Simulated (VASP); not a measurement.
# Se (P3_121) in VASP: further runs

Runs on Se. Level: LDA. Tasks: single point.

All numbers are computed with VASP 6.6.1; they aren't measurements. Logs are shortened: lines on timing, memory, paths and dates and some standing lists are left out, and cuts for length are marked.

## Step 1: The cell of the first run

The structure is trigonal, space group P3_121 (No. 152). The conventional cell has a = 3.953 Å, b = 3.953 Å, c = 5.121 Å, α = 90.00°, β = 90.00°, γ = 120.00°. Within 3.2 Å of Se (site symmetry 2) lie 6 Se at 2.44 to 3.11 Å.

## Step 2: Single point, LDA

The input, INCAR:

```
SYSTEM = Se
PREC = Accurate ; ENCUT = 520
EDIFF = 1E-6 ; ISMEAR = 0
SIGMA = 1.0 ; LREAL = .FALSE.
LASPH = .TRUE. ; NELM = 100
ALGO = Normal ; ISIF = 2
LWAVE = .FALSE. ; LCHARG = .FALSE.
GGA = CA ; NBANDS = 16
```

The input, KPOINTS:

```
regular mesh
0
G
  9 9 6
  0 0 0
```

The input, POSCAR:

```
Se
1.0
    3.9534579885      0.0000000000      0.0000000000
   -1.9767289943      3.4237950508      0.0000000000
    0.0000000000      0.0000000000      5.1205317866
Se
3
Direct
    0.2543546533      1.0000000000      0.3333333333
    1.0000000000      0.2543546533      0.6666666667
    0.7456453467      0.7456453467      1.0000000000
```

Potentials or basis: VASP PAW LDA potentials, release 64 (Se).

Started as:

```
$ cat potpaw_LDA.64/Se/POTCAR > POTCAR
$ mpirun -np 1 vasp_std > vasp.out
```

OUTCAR:

```text
SYSTEM = Se
   PREC = Accurate
   ENCUT = 520
   EDIFF = 1E-6
   ISMEAR = 0
   LREAL = .FALSE.
   LASPH = .TRUE.
   NELM = 100
   ISIF = 2
   GGA = CA

 ion  position               nearest neighbor table
   1  0.254  0.000  0.333-   3 2.44   2 2.44
   2  0.000  0.254  0.667-   3 2.44   1 2.44
   3  0.746  0.746  0.000-   2 2.44   1 2.44

  LATTYP: Found a hexagonal cell.
 ALAT       =     3.9534579885
 C/A-ratio  =     1.2952032882

  Lattice vectors:

 A1 = (   3.9534579885,   0.0000000000,   0.0000000000)
 A2 = (  -1.9767289943,   3.4237950508,   0.0000000000)
 A3 = (   0.0000000000,   0.0000000000,   5.1205317866)

Analysis of symmetry for initial positions (statically):
=====================================================================
 Subroutine PRICEL returns:
 Original cell was already a primitive cell.

 Routine SETGRP: Setting up the symmetry group for a
 hexagonal supercell.

 Subroutine GETGRP returns: Found  6 space group operations
 (whereof  2 operations were pure point group operations)
 out of a pool of 24 trial point group operations.

The static configuration has the point symmetry C_2 .
 The point group associated with its full space group is D_3 .

Analysis of symmetry for dynamics (positions and initial velocities):
=====================================================================
 Subroutine PRICEL returns:
 Original cell was already a primitive cell.

 Routine SETGRP: Setting up the symmetry group for a
 hexagonal supercell.

 Subroutine GETGRP returns: Found  6 space group operations
 (whereof  2 operations were pure point group operations)
 out of a pool of 24 trial point group operations.

The dynamic configuration has the point symmetry C_2 .
 The point group associated with its full space group is D_3 .

 Subroutine INISYM returns: Found  6 space group operations
 (whereof  2 operations are pure point group operations),
 and found     1 'primitive' translations

----------------------------------------------------------------------------------------

                                     Primitive cell

  volume of cell :      69.3106

  direct lattice vectors                    reciprocal lattice vectors
     3.953457988  0.000000000  0.000000000     0.252943120  0.146036779  0.000000000
    -1.976728994  3.423795051  0.000000000     0.000000000  0.292073557  0.000000000
     0.000000000  0.000000000  5.120531787     0.000000000  0.000000000  0.195292216

  length of vectors
     3.953457988  3.953457988  5.120531787     0.292073557  0.292073557  0.195292216

  position of ions in fractional coordinates (direct lattice)
     0.254354653  0.000000000  0.333333333
     0.000000000  0.254354653  0.666666667
     0.745645347  0.745645347  0.000000000

  ion indices of the primitive-cell ions
   primitive index   ion index
                 1           1
                 2           2
                 3           3

----------------------------------------------------------------------------------------

 KPOINTS: regular mesh

Automatic generation of k-mesh.
 Grid dimensions read from file:
 generate k-points for:    9    9    6

 Generating k-lattice:

  Cartesian coordinates                     Fractional coordinates (reciprocal lattice)
     0.028104791  0.016226309  0.000000000     0.111111111  0.000000000  0.000000000
     0.000000000  0.032452617  0.000000000     0.000000000  0.111111111  0.000000000
     0.000000000  0.000000000  0.032548703     0.000000000  0.000000000  0.166666667

  Length of vectors
     0.032452617  0.032452617  0.032548703

  Shift w.r.t. Gamma in fractional coordinates (k-lattice)
     0.000000000  0.000000000  0.000000000

 Subroutine IBZKPT returns following result:
 ===========================================

 Found     62 irreducible k-points:

 Following reciprocal coordinates:
            Coordinates               Weight
  0.000000  0.000000  0.000000      1.000000
  0.111111  0.000000  0.000000      6.000000
  0.222222  0.000000  0.000000      6.000000
  0.333333  0.000000  0.000000      6.000000
  0.444444  0.000000  0.000000      6.000000
  0.111111  0.111111  0.000000      6.000000
[... 16 lines left out ...]
  0.222222  0.111111  0.166667     12.000000
 -0.111111  0.333333  0.166667     12.000000
 [... further k-points ...]
   k-points           NKPTS =     62   k-points in BZ     NKDIM =     62   number of bands    NBANDS=     16
   number of dos      NEDOS =    301   number of ions     NIONS =      3
   total plane-waves  NPLWV =  36000
   dimension x,y,z NGX =    30 NGY =   30 NGZ =   40
   dimension x,y,z NGXF=    60 NGYF=   60 NGZF=   80
   ions per type =               3
   NGX,Y,Z   is equivalent  to a cutoff of  12.62, 12.62, 12.99 a.u.
   NGXF,Y,Z  is equivalent  to a cutoff of  25.23, 25.23, 25.97 a.u.
 SYSTEM =  Se
   PREC   = accura    normal or accurate (medium, high low for compatibility)
   ISTART =      0    job   : 0-new  1-cont  2-samecut
   ICHARG =      2    charge: 1-file 2-atom 10-const
   ISPIN  =      1    spin polarized calculation?
   LNONCOLLINEAR =      F non collinear calculations
   LSORBIT =      F    spin-orbit coupling
   LASPH  =      T    aspherical Exc in radial PAW
   ENCUT  =  520.0 eV  38.22 Ry    6.18 a.u.   7.35  7.35  9.52*2*pi/ulx,y,z
   NELM   =    100;   NELMIN=  2; NELMDL= -5     # of ELM steps
   EDIFF  = 0.1E-05   stopping-criterion for ELM
   LREAL  =      F    real-space projection
   EDIFFG = 0.1E-04   stopping-criterion for IOM
   NSW    =      0    number of steps for IOM
   IBRION =     -1    ionic relax: 0-MD 1-quasi-New 2-CG
   NFREE  =      0    steps in history (QN), initial steepest desc. (CG)
   ISIF   =      2    stress and relaxation
   ISYM   =      2    0-nonsym 1-usesym 2-fastsym
   POTIM  = 0.5000    time-step for ionic-motion
   TEBEG  =    0.0;   TEEND  =   0.0 temperature during run
   PSTRESS=    0.0 pullay stress
   NELECT =      18.0000    total number of electrons
   NUPDOWN=      -1.0000    fix difference up-down
   EMIN   =  10.00;   EMAX   =-10.00  energy-range for DOS
   EFERMI =   0.00;   METHOD = LEGACY
   ISMEAR =     0;   SIGMA  =   1.00  broadening in eV -4-tet -1-fermi 0-gaus
   EFERMI_NEDOS =   21; number of points for ismear=-14 and -15
   IALGO  =     38    algorithm
   IMIX   =      4    mixing-type and parameters
     AMIX     =   0.40;   BMIX     =  1.00
     AMIX_MAG =   1.60;   BMIX_MAG =  1.00
  volume/ion in A,a.u.               =      23.10       155.91
  Fermi-wavevector in a.u.,A,eV,Ry     =   1.044477  1.973776 14.843043  1.090933
  Thomas-Fermi vector in A             =   2.179232
   LORBIT       =      0    0 simple, 1 ext, 2 COOP (PROOUT), +10 PAW based schemes
   GGA     = CA    functional components
   LHFCALC =     F    Hartree Fock is set to
   AEXX    =    0.0000 exact exchange contribution
   IVDW    =     0    specifies the selected vdW correction
   LEPSILON=     F    determine dielectric tensor
   LRPA    =     F    only Hartree local field effects (RPA)
 non-spin polarized calculation
 Gauss-broadening in eV      SIGMA  =   1.00
  energy-cutoff  :      520.00
  volume of cell :       69.31
 maximum number of plane-waves:      1904
 NGX is ok and might be reduce to    30
   NGX = 15   NGY = 15   NGZ = 19

 number of electron      18.0000001 magnetization

 Free energy of the ion-electron system (eV)
  ---------------------------------------------------
  ext. energy  EPLUGINS =         0.00000000
  ---------------------------------------------------
  free energy    TOTEN  =       -12.59838512 eV

  energy without entropy =      -12.16279374  energy(sigma->0) =      -12.38058943

 E-fermi :   4.6191     XC(G=0):  -9.9960

 val. band max:        4.4003232022   @ k =   0.3333   0.3333   0.5000
 cond. band min:       4.7083981334   @ k =   0.3333   0.3333   0.5000
 fundamental gap:      0.3080749312
 Fermi energy:         4.6191294342

 k-point     1 :       0.0000    0.0000    0.0000
  band No.  band energies     occupation
      1     -11.9462      2.00000
      2      -7.7486      2.00000
      3      -7.7486      2.00000
      4       0.6457      2.00000
      5       0.9650      2.00000
      6       0.9650      2.00000
[... 8 lines left out ...]
     15      11.3887      0.00000
     16      12.6046      0.00000

 k-point     2 :       0.1111    0.0000    0.0000
  band No.  band energies     occupation
      1     -11.8506      2.00000
      2      -7.7810      2.00000
      3      -7.7205      2.00000
      4      -0.0558      2.00000
      5       0.5349      2.00000
      6       0.8724      2.00000
[... 8 lines left out ...]
     15      11.8673      0.00000
     16      12.4909      0.00000

 k-point     3 :       0.2222    0.0000    0.0000
  band No.  band energies     occupation
      1     -11.5799      2.00000
      2      -7.9169      2.00000
      3      -7.6455      2.00000
      4      -0.9381      2.00000
      5      -0.0767      2.00000
      6       0.5211      2.00000
[... 8 lines left out ...]
     15      12.4487      0.00000
     16      13.0972      0.00000

 k-point     4 :       0.3333    0.0000    0.0000
  band No.  band energies     occupation
      1     -11.1964      2.00000
      2      -8.2000      2.00000
      3      -7.5532      2.00000
      4      -1.3886      2.00000
      5      -0.5645      2.00000
      6       0.2190      2.00000
[... 8 lines left out ...]
     15      13.3961      0.00000
     16      14.2225      0.00000
[... 324 lines left out ...]
 k-point    22 :       0.1111    0.1111    0.1667
  band No.  band energies     occupation
      1     -11.5430      2.00000
      2      -8.8134      2.00000
      3      -6.7639      2.00000
      4      -0.5715      2.00000
      5      -0.1919      2.00000
      6       0.9296      2.00000
[... 8 lines left out ...]
     15      12.1989      0.00000
     16      12.5819      0.00000

 k-point    23 :       0.2222    0.1111    0.1667
  band No.  band energies     occupation
      1     -11.2218      2.00000
      2      -8.6976      2.00000
      3      -7.0983      2.00000
      4      -1.0451      2.00000
      5      -0.5147      2.00000
      6       0.7304      2.00000
[... 8 lines left out ...]
     15      12.8102      0.00000
     16      13.1047      0.00000

 k-point    24 :      -0.1111    0.3333    0.1667
  band No.  band energies     occupation
      1     -11.2150      2.00000
      2      -8.7683      2.00000
      3      -6.9730      2.00000
      4      -1.3168      2.00000
      5      -0.6987      2.00000
      6       0.5340      2.00000
[... 8 lines left out ...]
     15      13.2301      0.00000
     16      13.9532      0.00000

 [... further k-points ...]
[... 5 lines left out ...]
  --------------------------------------------------------------------------------------
  -------------------------------------------------------------------------------------
  Total        0.2510365      0.2510365      0.5431415     -0.0000000     -0.0000000     -0.0000000
  in kB        5.8029316      5.8029316     12.5552000     -0.0000000     -0.0000000     -0.0000000
  external PRESSURE =       8.0536877 kB  Pullay stress =       0.0000000 kB

 VOLUME and BASIS-vectors are now :
 -----------------------------------------------------------------------------
  energy-cutoff  :      520.00
  volume of cell :       69.31
      direct lattice vectors                 reciprocal lattice vectors
     3.953457988  0.000000000  0.000000000     0.252943120  0.146036779  0.000000000
    -1.976728994  3.423795051  0.000000000     0.000000000  0.292073557  0.000000000
     0.000000000  0.000000000  5.120531787     0.000000000  0.000000000  0.195292216

 POSITION                                       TOTAL-FORCE (eV/Angst)
 -----------------------------------------------------------------------------------
      1.00558      0.00000      1.70684         0.223363     -0.000000     -0.000000
     -0.50279      0.87086      3.41369        -0.111682      0.193438      0.000000
      1.47394      2.55294      0.00000        -0.111682     -0.193438     -0.000000
 -----------------------------------------------------------------------------------
    total drift:                               -0.000000     -0.000001      0.000000

  FREE ENERGIE OF THE ION-ELECTRON SYSTEM (eV)
  ---------------------------------------------------
  free  energy   TOTEN  =       -12.5983851169 eV

  energy  without entropy=      -12.1627937429  energy(sigma->0) =      -12.38058943
```

Run time: 21 s. Hardware: 1 thread of Intel Xeon 6975P-C (Granite Rapids), shared host; peak memory 0.18 GiB.

What came out:

* Free energy: -12.5984 eV
* Pressure: 0.8 GPa
* Largest force: 0.223 eV/Å
* Band gap on the k mesh: 0.31 eV, direct

Forces in eV/Å, atoms in the order of the input:
```
Se   0.223  0.000  0.000
Se  -0.112  0.193  0.000
Se  -0.112 -0.193  0.000
```

Stress tensor (GPa, compression positive):
```
0.58 0.00 0.00
0.00 0.58 0.00
0.00 0.00 1.26
```

## Step 3: Single point, LDA

The input, INCAR:

```
SYSTEM = Se
  PREC = Accurate
  ENCUT = 520
  EDIFF = 1E-6
  ISMEAR = 1
  SIGMA = 0.01
  LREAL = .FALSE.
  LASPH = .TRUE.
  NELM = 100
  ALGO = Normal
  ISIF = 2
  LWAVE = .FALSE.
  LCHARG = .FALSE.
  NBANDS = 16
```

The input, KPOINTS:

```
Automatic mesh
0
G
  9 9 6
  0 0 0
```

POSCAR is that of step 2.

Potentials or basis: VASP PAW LDA potentials, release 64 (Se).

Started as:

```
$ cat potpaw_LDA.64/Se/POTCAR > POTCAR
$ mpirun -np 1 vasp_std > vasp.out
```

Run time: 20 s. Hardware: 1 thread of Intel Xeon 6975P-C (Granite Rapids), shared host; peak memory 0.18 GiB.

The run converged. Its results:

```
Free energy            : -12.4771 eV
Pressure               : 0.2 GPa
Largest force          : 0.052 eV/Å
Band gap on the k mesh : 0.28 eV, direct
```

Forces on the atoms (eV/Å):
```
Se   0.052  0.000  0.000
Se  -0.026  0.045  0.000
Se  -0.026 -0.045  0.000
```

Stress tensor (GPa, compression positive):
```
0.14 0.00 0.00
0.00 0.14 0.00
0.00 0.00 0.27
```

Levels at points of the mesh, in eV from the valence-band top:
| k point | band 7 | band 8 | band 9 | band 10 | band 11 | band 12 |
| --- | --- | --- | --- | --- | --- | --- |
| (0.00, 0.00, 0.00) | -1.98 | -1.98 | -0.69 | 1.32 | 1.32 | 2.00 |
| (0.00, 0.00, 0.50) | -1.52 | -1.35 | -1.35 | 0.74 | 0.75 | 0.75 |

A k mesh can miss the band edges.

## Step 4: Single point, LDA

The input, INCAR:

```
  PREC = Accurate
  ENCUT = 520
  EDIFF = 1E-6
  ISMEAR = 1
  SIGMA = 0.03
  LREAL = False
  LASPH = True
  NELM = 80
  ALGO = Normal
  ISIF = 2
  LWAVE = False
  LCHARG = False
  GGA = CA
  NBANDS = 16
```

The input, KPOINTS:

```
Automatic mesh
0
Gamma
  9 9 6
```

POSCAR is that of step 3.

Potentials or basis: VASP PAW LDA potentials, release 64 (Se).

Started as:

```
$ cat potpaw_LDA.64/Se/POTCAR > POTCAR
$ mpirun -np 1 vasp_std > vasp.out
```

OUTCAR:

```text
PREC = Accurate
   ENCUT = 520
   EDIFF = 1E-6
   ISMEAR = 1
   LREAL = False
   LASPH = True
   NELM = 80
   ISIF = 2
   GGA = CA

 ion  position               nearest neighbor table
   1  0.254  0.000  0.333-   3 2.44   2 2.44
   2  0.000  0.254  0.667-   3 2.44   1 2.44
   3  0.746  0.746  0.000-   2 2.44   1 2.44

  LATTYP: Found a hexagonal cell.
 ALAT       =     3.9534579885
 C/A-ratio  =     1.2952032882

  Lattice vectors:
[... 650 lines left out ...]

  FORCE on cell =-STRESS in cart. coord.  units (eV):
  Direction    XX          YY          ZZ          XY          YZ          ZX
  --------------------------------------------------------------------------------------
  -------------------------------------------------------------------------------------
  Total        0.0626800      0.0626800      0.1188082     -0.0000000      0.0000000      0.0000000
  in kB        1.4489050      1.4489050      2.7463564     -0.0000000      0.0000000      0.0000000
  external PRESSURE =       1.8813888 kB  Pullay stress =       0.0000000 kB

 VOLUME and BASIS-vectors are now :
 -----------------------------------------------------------------------------
  energy-cutoff  :      520.00
  volume of cell :       69.31
      direct lattice vectors                 reciprocal lattice vectors
     3.953457988  0.000000000  0.000000000     0.252943120  0.146036779  0.000000000
    -1.976728994  3.423795051  0.000000000     0.000000000  0.292073557  0.000000000
     0.000000000  0.000000000  5.120531787     0.000000000  0.000000000  0.195292216

 POSITION                                       TOTAL-FORCE (eV/Angst)
 -----------------------------------------------------------------------------------
      1.00558      0.00000      1.70684         0.052179      0.000000      0.000000
     -0.50279      0.87086      3.41369        -0.026089      0.045188     -0.000000
      1.47394      2.55294      0.00000        -0.026089     -0.045188     -0.000000
 -----------------------------------------------------------------------------------
    total drift:                               -0.000000     -0.000001      0.000000

  FREE ENERGIE OF THE ION-ELECTRON SYSTEM (eV)
  ---------------------------------------------------
  free  energy   TOTEN  =       -12.4771283111 eV

  energy  without entropy=      -12.4771426269  energy(sigma->0) =      -12.47713308
```

OSZICAR:

```text
N       E                     dE             d eps       ncg     rms          rms(c)
DAV:   1     0.762379721053E+02    0.76238E+02   -0.74887E+03  1984   0.955E+02
DAV:   2    -0.793416812881E+01   -0.84172E+02   -0.79612E+02  2688   0.157E+02
DAV:   3    -0.125361739147E+02   -0.46020E+01   -0.45845E+01  2376   0.410E+01
DAV:   4    -0.125651640096E+02   -0.28990E-01   -0.28985E-01  2648   0.383E+00
DAV:   5    -0.125653422437E+02   -0.17823E-03   -0.17823E-03  2528   0.290E-01    0.765E+00
DAV:   6    -0.125013066660E+02    0.64036E-01   -0.29560E-02  2472   0.106E+00    0.467E+00
DAV:   7    -0.124779991861E+02    0.23307E-01   -0.57764E-02  2368   0.141E+00    0.186E-01
DAV:   8    -0.124771090056E+02    0.89018E-03   -0.82479E-03  2200   0.552E-01    0.110E-01
DAV:   9    -0.124771339198E+02   -0.24914E-04   -0.23548E-04  2840   0.100E-01    0.303E-02
DAV:  10    -0.124771278827E+02    0.60371E-05   -0.25776E-05  2448   0.323E-02    0.582E-03
DAV:  11    -0.124771283111E+02   -0.42847E-06   -0.48687E-06  2616   0.123E-02
   1 F= -.12477128E+02 E0= -.12477133E+02  d E =0.143158E-04
```

Wall time 20 s (1 thread of Intel Xeon 6975P-C (Granite Rapids), shared host); peak memory 0.18 GiB.

What came out:

| Property | Result |
| --- | --- |
| Free energy | -12.4771 eV |
| Pressure | 0.2 GPa |
| Largest force | 0.052 eV/Å |
| Band gap on the k mesh | 0.28 eV, direct |

Forces on the atoms (eV/Å):
```
Se   0.052  0.000  0.000
Se  -0.026  0.045  0.000
Se  -0.026 -0.045  0.000
```

A k mesh can miss the band edges.

## Step 5: Single point, LDA

The input, INCAR:

```
PREC = Accurate
ENCUT = 520
EDIFF = 1E-6
ISMEAR = 1
SIGMA = 0.1
LREAL = F
LASPH = T
NELM = 60
ALGO = Normal
ISIF = 2
LWAVE = F
LCHARG = T
LELF = T
LVHAR = T
NBANDS = 16
```

KPOINTS is that of step 4.

POSCAR is that of step 4.

Started as:

```
$ cat potpaw_LDA.64/Se/POTCAR > POTCAR
$ mpirun -np 1 vasp_std > vasp.out
```

It took 21 s on 1 thread of Intel Xeon 6975P-C (Granite Rapids), shared host; peak memory 0.18 GiB.

It converged, with:

| Item | Value |
| --- | --- |
| Free energy | -12.4771 eV |
| Pressure | 0.2 GPa |
| Largest force | 0.052 eV/Å |
| Band gap on the k mesh | 0.28 eV, direct |

Forces on the atoms (eV/Å):
```
Se   0.052  0.000  0.000
Se  -0.026  0.045  0.000
Se  -0.026 -0.045  0.000
```

Stress tensor (GPa, compression positive):
```
0.14 0.00 0.00
0.00 0.14 0.00
0.00 0.00 0.27
```

Levels at points of the mesh, in eV from the valence-band top:
```tsv
k point	band 7	band 8	band 9	band 10	band 11	band 12
(0.00, 0.00, 0.00)	-1.98	-1.98	-0.69	1.32	1.32	2.00
(0.00, 0.00, 0.50)	-1.52	-1.35	-1.35	0.74	0.75	0.75
```

## Step 6: Overview

```csv
smearing,gap on the mesh (eV),pressure (GPa),largest force (eV/Å)
gaussian 1 eV,0.31,0.8,0.22
methfessel-paxton 0.01 eV,0.28,0.2,0.05
methfessel-paxton 0.03 eV,0.28,0.2,0.05
methfessel-paxton 0.1 eV,0.28,0.2,0.05
```

Alike in all rows: task single point; level LDA; potentials or basis VASP PAW LDA potentials, release 64 (Se); no spin polarisation; cell as given; k mesh 9 × 9 × 6; cutoff (eV) 520.

On the cell as given the gap runs from 0.28 eV (LDA) to 0.31 eV (LDA).

Total energies depend on the potentials used, so only differences within one code and one set of settings carry meaning.
